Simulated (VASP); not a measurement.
# HfO2 (rat) (P1) in VASP: relaxation of cell and atoms with PBE

Aim: the relaxation of cell and atoms of HfO2 (rat) with PBE.

Everything below comes from runs of VASP 6.6.1. Logs are shortened: lines on timing, memory, paths and dates and some standing lists are left out, and cuts for length are marked.

## 1. The cell of the first run

The typed cell holds 6 atoms: a = 3.569 Å, b = 3.545 Å, c = 5.151 Å, α = 89.67°, β = 89.07°, γ = 90.76°.

## 2. Relaxation of cell and atoms, PBE

INCAR

```
SYSTEM = HfO2
PREC     = Accurate       ! precision mode
ENCUT    = 600            ! plane-wave cutoff, eV
EDIFF    = 1E-6           ! SCF threshold, eV
ISMEAR   = 0              ! smearing method
SIGMA    = 0.1            ! smearing width, eV
LREAL    = .FALSE.        ! projectors in reciprocal space
LASPH    = .TRUE.         ! aspherical terms in the spheres
NELM     = 100            ! most SCF steps
ALGO     = Normal         ! electronic algorithm
ISIF     = 3              ! what is computed and relaxed
LWAVE    = .FALSE.        ! write WAVECAR
LCHARG   = .FALSE.        ! write CHGCAR
GGA      = PE             ! functional
IBRION   = 2              ! ionic algorithm
NSW      = 100            ! ionic steps
EDIFFG   = -0.05          ! ionic threshold
```

KPOINTS

```
Automatic mesh
0
G
  6 6 4
  0 0 0
```

POSCAR

```
HfO2
1.0
    3.5677846671     -0.0543140379      0.0587322141
    0.0054912882      3.5442448160      0.0721947818
   -0.0023473025     -0.0750270889      5.1509033877
Hf O
2 4
Direct
    0.5285078671      0.4921427514      0.5003807546
    0.0068720754     -0.0133038574      0.0000239632
   -0.0000150149      0.4704095316      0.7090139741
    0.5101263955     -0.0105468057      0.8008019476
    0.5085210224     -0.0044073355      0.2999759298
   -0.0245064674      0.5093520624      0.1986450520
```

Potentials or basis: VASP PAW PBE potentials, release 64 (Hf_pv, O).

Run with:

```sh
cat potpaw_PBE.64/Hf_pv/POTCAR potpaw_PBE.64/O/POTCAR > POTCAR
mpirun -np 1 vasp_std > vasp.out
```

OUTCAR:

```text
SYSTEM = HfO2
   PREC = Accurate
   ENCUT = 600
   EDIFF = 1E-6
   ISMEAR = 0
   LREAL = .FALSE.
   LASPH = .TRUE.
   NELM = 100
   ISIF = 3
   GGA = PE
   IBRION = 2
   NSW = 100
   EDIFFG = -0.05

 ion  position               nearest neighbor table
   1  0.529  0.492  0.500-   3 2.01   5 2.05   5 2.06   3 2.16   6 2.21   4 2.35   4 2.35   6 2.53
                             2 3.52   2 3.57   2 3.57   2 3.59   2 3.61   2 3.63   2 3.66   2 3.67
   2  0.007  0.987  0.000-   6 1.97   4 2.05   4 2.06   6 2.13   3 2.27   5 2.34   3 2.37   5 2.38
                             1 3.52   1 3.57   1 3.57   1 3.59   1 3.61   1 3.63   1 3.66   1 3.67
   3  1.000  0.470  0.709-   1 2.01   1 2.16   2 2.27   2 2.37
   4  0.510  0.989  0.801-   2 2.05   2 2.06   1 2.35   1 2.35
   5  0.509  0.996  0.300-   1 2.05   1 2.06   2 2.34   2 2.38
   6  0.975  0.509  0.199-   2 1.97   2 2.13   1 2.21   1 2.53

  LATTYP: Found a triclinic cell.
 ALAT       =     3.5686813977
 B/A-ratio  =     1.7693426296
 C/A-ratio  =     0.9933596997
 COS(alpha) =     0.0028024391
 COS(beta)  =     0.0133326557
 COS(gamma) =     0.5784164017

  Lattice vectors:

 A1 = (   3.5677846671,  -0.0543140379,   0.0587322141)
 A2 = (   3.5654373646,  -0.1293411268,   5.2096356018)
 A3 = (  -0.0054912882,  -3.5442448160,  -0.0721947818)

Analysis of symmetry for initial positions (statically):
=====================================================================
 Subroutine PRICEL returns:
 Original cell was already a primitive cell.

 Routine SETGRP: Setting up the symmetry group for a
 triclinic supercell.

 Subroutine GETGRP returns: Found  1 space group operations
 (whereof  1 operations were pure point group operations)
 out of a pool of  2 trial point group operations.

The static configuration has the point symmetry C_1 .

Analysis of symmetry for dynamics (positions and initial velocities):
=====================================================================
 Subroutine PRICEL returns:
 Original cell was already a primitive cell.

 Routine SETGRP: Setting up the symmetry group for a
 triclinic supercell.

 Subroutine GETGRP returns: Found  1 space group operations
 (whereof  1 operations were pure point group operations)
 out of a pool of  2 trial point group operations.

The dynamic configuration has the point symmetry C_1 .

 Subroutine INISYM returns: Found  1 space group operations
 (whereof  1 operations are pure point group operations),
 and found     1 'primitive' translations

----------------------------------------------------------------------------------------

                                     Primitive cell

  volume of cell :      65.1550

  direct lattice vectors                    reciprocal lattice vectors
     3.567784667 -0.054314038  0.058732214     0.280277328 -0.000436721  0.000121363
     0.005491288  3.544244816  0.072194782     0.004226225  0.282057279  0.004110319
    -0.002347303 -0.075027089  5.150903388    -0.003255044 -0.003948320  0.194081708

  length of vectors
     3.568681398  3.544984282  5.151450309     0.280277694  0.282118883  0.194149154

  position of ions in fractional coordinates (direct lattice)
     0.528507867  0.492142751  0.500380755
     0.006872075  0.986696143  0.000023963
     0.999984985  0.470409532  0.709013974
     0.510126396  0.989453194  0.800801948
     0.508521022  0.995592665  0.299975930
     0.975493533  0.509352062  0.198645052

  ion indices of the primitive-cell ions
   primitive index   ion index
                 1           1
                 2           2
                 3           3
                 4           4
                 5           5
                 6           6

----------------------------------------------------------------------------------------

 KPOINTS: Automatic mesh

Automatic generation of k-mesh.
 Grid dimensions read from file:
 generate k-points for:    6    6    4

 Generating k-lattice:

  Cartesian coordinates                     Fractional coordinates (reciprocal lattice)
     0.046712888 -0.000072787  0.000020227     0.166666667 -0.000000000  0.000000000
     0.000704371  0.047009547  0.000685053     0.000000000  0.166666667  0.000000000
    -0.000813761 -0.000987080  0.048520427     0.000000000  0.000000000  0.250000000

  Length of vectors
     0.046712949  0.047019814  0.048537289

  Shift w.r.t. Gamma in fractional coordinates (k-lattice)
     0.000000000  0.000000000  0.000000000

 Subroutine IBZKPT returns following result:
 ===========================================

 Found     76 irreducible k-points:

 Following reciprocal coordinates:
            Coordinates               Weight
  0.000000  0.000000  0.000000      1.000000
  0.166667  0.000000 -0.000000      2.000000
  0.333333  0.000000 -0.000000      2.000000
  0.500000  0.000000 -0.000000      1.000000
  0.000000  0.166667 -0.000000      2.000000
  0.166667  0.166667 -0.000000      2.000000
[... 16 lines left out ...]
  0.333333  0.000000  0.250000      2.000000
  0.500000  0.000000  0.250000      2.000000
 [... further k-points ...]
   k-points           NKPTS =     76   k-points in BZ     NKDIM =     76   number of bands    NBANDS=     26
   number of dos      NEDOS =    301   number of ions     NIONS =      6
   total plane-waves  NPLWV =  35280
   dimension x,y,z NGX =    30 NGY =   28 NGZ =   42
   dimension x,y,z NGXF=    60 NGYF=   56 NGZF=   84
   ions per type =               2   4
   NGX,Y,Z   is equivalent  to a cutoff of  13.98, 13.13, 13.55 a.u.
   NGXF,Y,Z  is equivalent  to a cutoff of  27.95, 26.26, 27.11 a.u.
 SYSTEM =  HfO2
   PREC   = accura    normal or accurate (medium, high low for compatibility)
   ISTART =      0    job   : 0-new  1-cont  2-samecut
   ICHARG =      2    charge: 1-file 2-atom 10-const
   ISPIN  =      1    spin polarized calculation?
   LNONCOLLINEAR =      F non collinear calculations
   LSORBIT =      F    spin-orbit coupling
   LASPH  =      T    aspherical Exc in radial PAW
   ENCUT  =  600.0 eV  44.10 Ry    6.64 a.u.   7.13  7.08 10.29*2*pi/ulx,y,z
   NELM   =    100;   NELMIN=  2; NELMDL= -5     # of ELM steps
   EDIFF  = 0.1E-05   stopping-criterion for ELM
   LREAL  =      F    real-space projection
   EDIFFG = -.5E-01   stopping-criterion for IOM
   NSW    =    100    number of steps for IOM
   IBRION =      2    ionic relax: 0-MD 1-quasi-New 2-CG
   NFREE  =      1    steps in history (QN), initial steepest desc. (CG)
   ISIF   =      3    stress and relaxation
   ISYM   =      2    0-nonsym 1-usesym 2-fastsym
   POTIM  = 0.5000    time-step for ionic-motion
   TEBEG  =    0.0;   TEEND  =   0.0 temperature during run
   PSTRESS=    0.0 pullay stress
   NELECT =      44.0000    total number of electrons
   NUPDOWN=      -1.0000    fix difference up-down
   EMIN   =  10.00;   EMAX   =-10.00  energy-range for DOS
   EFERMI =   0.00;   METHOD = LEGACY
   ISMEAR =     0;   SIGMA  =   0.10  broadening in eV -4-tet -1-fermi 0-gaus
   EFERMI_NEDOS =   21; number of points for ismear=-14 and -15
   IALGO  =     38    algorithm
   IMIX   =      4    mixing-type and parameters
     AMIX     =   0.40;   BMIX     =  1.00
     AMIX_MAG =   1.60;   BMIX_MAG =  1.00
  volume/ion in A,a.u.               =      10.86        73.28
  Fermi-wavevector in a.u.,A,eV,Ry     =   1.436293  2.714200 28.067972  2.062938
  Thomas-Fermi vector in A             =   2.555497
   LORBIT       =      0    0 simple, 1 ext, 2 COOP (PROOUT), +10 PAW based schemes
   GGA     = PE    functional components
   LHFCALC =     F    Hartree Fock is set to
   AEXX    =    0.0000 exact exchange contribution
   IVDW    =     0    specifies the selected vdW correction
   LEPSILON=     F    determine dielectric tensor
   LRPA    =     F    only Hartree local field effects (RPA)
 conjugate gradient relaxation of ions
 non-spin polarized calculation
 Gauss-broadening in eV      SIGMA  =   0.10
  energy-cutoff  :      600.00
  volume of cell :       65.16
 maximum number of plane-waves:      2194
 NGX is ok and might be reduce to    30
   NGX = 15   NGY = 15   NGZ = 21

--------------------------------------- Ionic step        1  -------------------------------------------

 number of electron      43.9999999 magnetization

 Free energy of the ion-electron system (eV)
  ---------------------------------------------------
  ext. energy  EPLUGINS =         0.00000000
  ---------------------------------------------------
  free energy    TOTEN  =       -60.49118596 eV

  energy without entropy =      -60.49118596  energy(sigma->0) =      -60.49118596

------------------------ aborting loop because EDIFF is reached ----------------------------------------

  FORCE on cell =-STRESS in cart. coord.  units (eV):
  Direction    XX          YY          ZZ          XY          YZ          ZX
  --------------------------------------------------------------------------------------
  -------------------------------------------------------------------------------------
  Total        2.8382300      4.2828692      2.9099229      1.0323729     -1.4249611      0.0796581
  in kB       69.7927306    105.3167408     71.5556755     25.3862878    -35.0401229      1.9588106
  external PRESSURE =      82.2217156 kB  Pullay stress =       0.0000000 kB
[... 101 lines left out ...]
  FREE ENERGIE OF THE ION-ELECTRON SYSTEM (eV)
  ---------------------------------------------------
  free  energy   TOTEN  =       -60.6492778872 eV

  energy  without entropy=      -60.6492778872  energy(sigma->0) =      -60.64927789

[... ionic steps 4 to 10 ...]

--------------------------------------- Ionic step       11  -------------------------------------------

 number of electron      44.0000003 magnetization

------------------------ aborting loop because EDIFF is reached ----------------------------------------
[... 75 lines left out ...]
--------------------------------------- Ionic step       13  -------------------------------------------

 number of electron      44.0000000 magnetization

 Free energy of the ion-electron system (eV)
  ---------------------------------------------------
  ext. energy  EPLUGINS =         0.00000000
  ---------------------------------------------------
  free energy    TOTEN  =       -60.70645429 eV

  energy without entropy =      -60.70645429  energy(sigma->0) =      -60.70645429

 E-fermi :   3.7528     XC(G=0): -11.6484

 val. band max:        3.2961654217   @ k =  -0.0000   0.0000   0.5000
 cond. band min:       7.9773359237   @ k =   0.0000   0.0000   0.0000
 fundamental gap:      4.6811705020
 Fermi energy:         3.7528196524

 k-point     1 :       0.0000    0.0000    0.0000
  band No.  band energies     occupation
      1     -26.1253      2.00000
      2     -25.7845      2.00000
      3     -25.7796      2.00000
      4     -25.7439      2.00000
      5     -25.6816      2.00000
      6     -25.6798      2.00000
[... 685 lines left out ...]
     25       9.0535      0.00000
     26       9.1806      0.00000

 [... further k-points ...]

------------------------ aborting loop because EDIFF is reached ----------------------------------------

  FORCE on cell =-STRESS in cart. coord.  units (eV):
  Direction    XX          YY          ZZ          XY          YZ          ZX
  --------------------------------------------------------------------------------------
  -------------------------------------------------------------------------------------
  Total       -0.0733140     -0.0725820     -0.0171551     -0.0936515     -0.0456000     -0.0940414
  in kB       -1.7441602     -1.7267438     -0.4081247     -2.2279936     -1.0848368     -2.2372702
  external PRESSURE =      -1.2930096 kB  Pullay stress =       0.0000000 kB
[... 21 lines left out ...]
  FREE ENERGIE OF THE ION-ELECTRON SYSTEM (eV)
  ---------------------------------------------------
  free  energy   TOTEN  =       -60.7064542922 eV

  energy  without entropy=      -60.7064542922  energy(sigma->0) =      -60.70645429

 reached required accuracy - stopping structural energy minimisation
```

It took 18 min on 1 thread of Intel Xeon Platinum 8488C (Sapphire Rapids), shared host; peak memory 0.28 GiB.

Results:

- Free energy: -60.7065 eV
- Relaxed volume: 11.22 Å³/atom
- Relaxed cell: a = 3.594 Å, b = 3.585 Å, c = 5.227 Å, α = 89.87°, β = 89.04°, γ = 89.92°
- Space group after relaxing (to 0.05 Å): P1 (No. 1)
- Energy gained by relaxing: 35.9 meV/atom
- Ionic steps: 13
- Pressure after relaxing: -0.1 GPa
- Largest force after relaxing: 0.036 eV/Å
- Band gap on the k mesh: 4.68 eV, indirect (least direct gap 4.75 eV)

Forces in eV/Å, atoms in the order of the input:
```
Hf  -0.011 -0.007  0.003
Hf  -0.025  0.012  0.021
O    0.025 -0.006  0.000
O   -0.003  0.020  0.017
O    0.018 -0.014 -0.007
O   -0.004 -0.005 -0.035
```

Stress tensor (GPa, compression positive):
```
-0.17 -0.22 -0.22
-0.22 -0.17 -0.11
-0.22 -0.11 -0.04
```

The path:
| step | energy change (eV) | largest force (eV/Å) | pressure (GPa) | volume (Å³) |
| --- | --- | --- | --- | --- |
| 1 | 0.0000 | 1.7489 | 8.22 | 65.16 |
| 2 | -0.0141 | 0.8011 | -11.37 | 70.54 |
| 3 | -0.1581 | 0.5751 | -2.83 | 67.74 |
| 4 | -0.1989 | 0.3134 | 0.78 | 66.75 |
| 5 | -0.1990 | 0.3073 | 0.63 | 66.79 |
| 6 | -0.2086 | 0.1474 | 0.19 | 66.96 |
| 7 | -0.2087 | 0.1669 | 0.16 | 66.97 |
| 8 | -0.2120 | 0.1032 | -0.12 | 67.12 |
| 9 | -0.2124 | 0.1569 | -0.26 | 67.19 |
| 10 | -0.2141 | 0.1254 | 0.27 | 67.14 |
| 11 | -0.2141 | 0.1212 | 0.23 | 67.14 |
| 12 | -0.2151 | 0.0593 | 0.02 | 67.26 |
| 13 | -0.2153 | 0.0355 | -0.13 | 67.35 |

Final structure:
```xyz
6
Lattice="3.5938 -0.0282 0.0608 0.0323 3.5845 0.0667 -0.0016 -0.0852 5.2259" Properties=species:S:1:pos:R:3 pbc="T T T"
Hf    1.8748    1.7154    2.6871
Hf    0.0511    3.5663    0.0719
O     0.0495    1.6735    3.6718
O     1.8607    3.4395    4.3112
O     1.8098    3.5234    1.7001
O     3.5844    1.7249    1.1192
```

Caveat: spin-orbit coupling is left out, which moves the levels of the heavy elements; the relaxation stopped at a loose force limit of 0.05 eV/Å, so its end isn't a converged minimum. A hybrid or GW would open this gap; PBE tends to underestimate it.
